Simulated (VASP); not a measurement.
The system is Ti3S2.

```
CELL_PARAMETERS angstrom
2.71311 1.56642 3.23762
-2.71311 1.56642 3.23762
0.00000 -3.13283 3.23762
ATOMIC_POSITIONS crystal
Ti 0.00000 0.33565 0.66434
Ti 0.66434 0.00000 0.33565
Ti 0.33565 0.66434 0.00000
S 0.16784 0.16784 0.16784
S 0.83216 0.83216 0.83216
```

- Program: VASP 6.6.1
- Task: relaxation of cell and atoms
- Functional: LDA
- Potentials or basis: VASP PAW LDA potentials, release 64 (Ti_sv, S)
- Cutoff: 600 eV
- k mesh: 6 × 6 × 6
- Occupations: fermi-dirac, width 0.05 eV
- Spin: no spin polarisation

At the start: pressure -7.6 GPa; volume 16.51 Å³/atom.

**Question.** How do energy, volume and symmetry change on relaxing?

**Answer.** Over 10 steps the energy falls by 23.1 meV/atom and the volume is 15.56 Å³/atom (-5.7 %); space group R32 (No. 155, to 0.1 Å) before and after.

The path:
```csv
step,energy change (eV),largest force (eV/Å),pressure (GPa),volume (Å³)
1,0.0000,0.0876,-7.58,82.56
2,0.0172,0.2781,9.87,73.56
3,-0.1143,0.0706,-0.11,78.04
4,-0.1144,0.0738,0.03,77.95
5,-0.1149,0.0270,0.01,77.91
6,-0.1150,0.0592,0.03,77.88
7,-0.1150,0.0504,0.05,77.88
8,-0.1152,0.0330,-0.05,77.93
9,-0.1153,0.0151,-0.18,77.97
10,-0.1154,0.0081,0.03,77.82
```

Final structure:
```cif
data_structure
_symmetry_space_group_name_H-M 'P 1'
_symmetry_Int_Tables_number 1
_cell_length_a 4.4191
_cell_length_b 4.4191
_cell_length_c 4.4191
_cell_angle_alpha 73.966
_cell_angle_beta 73.966
_cell_angle_gamma 73.966
_cell_volume 77.82
loop_
_atom_site_label
_atom_site_type_symbol
_atom_site_fract_x
_atom_site_fract_y
_atom_site_fract_z
_atom_site_occupancy
Ti1 Ti 0.00000 0.33673 0.66327 1
Ti2 Ti 0.66327 0.00000 0.33673 1
Ti3 Ti 0.33673 0.66327 0.00000 1
S1 S 0.16743 0.16743 0.16743 1
S2 S 0.83257 0.83257 0.83257 1
```
